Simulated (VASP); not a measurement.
A run of VASP 6.6.1:

Contents of INCAR:

```
  ALGO = Normal
  EDIFF = 1E-6
  ENCUT = 500
  GGA = PE
  GGA_COMPAT = F
  ISIF = 2
  ISMEAR = -1
  KPAR = 4
  LASPH = T
  LCHARG = F
  LREAL = F
  LWAVE = F
  NBANDS = 96
  NELM = 120
  PREC = Accurate
  SIGMA = 0.02
```

KPOINTS

```
k-points
0
Gamma
  8 8 7
```

The input POSCAR:

```
Ge
1.0
    6.0463040370      0.0000000000      0.0000000000
    0.0000000000      6.0463040370      0.0000000000
    0.0000000000      0.0000000000      7.1168975005
Ge
12
Direct
    0.0869769406      0.0869769406      0.0000000000
    0.4130230594      0.5869769406      0.7500000000
    0.9130230594      0.9130230594      0.5000000000
    0.5869769406      0.4130230594      0.2500000000
    0.1710088386      0.3705240371      0.2518521462
    0.1294759629      0.6710088386      0.0018521462
    0.8289911614      0.6294759629      0.7518521462
    0.8705240371      0.3289911614      0.5018521462
    0.6710088386      0.1294759629     -0.0018521462
    0.6294759629      0.8289911614      0.2481478538
    0.3289911614      0.8705240371      0.4981478538
    0.3705240371      0.1710088386      0.7481478538
```

Potentials or basis: VASP PAW PBE potentials, release 64 (Ge_d).

Command:

```console
$ cat potpaw_PBE.64/Ge_d/POTCAR > POTCAR
$ mpirun -np 4 vasp_std > vasp.out
```

Hardware: 4 MPI ranks on Intel(R) Xeon(R) Platinum 8259CL CPU @ 2.50GHz (Skylake/Cascade Lake) (shared host).

How long does it take, and how much memory?

Run time: 6.4 min on 4 MPI ranks on Intel(R) Xeon(R) Platinum 8259CL CPU @ 2.50GHz (Skylake/Cascade Lake) (shared host), peak memory 0.96 GiB a rank. Counts: scf iterations 14, k points 60.
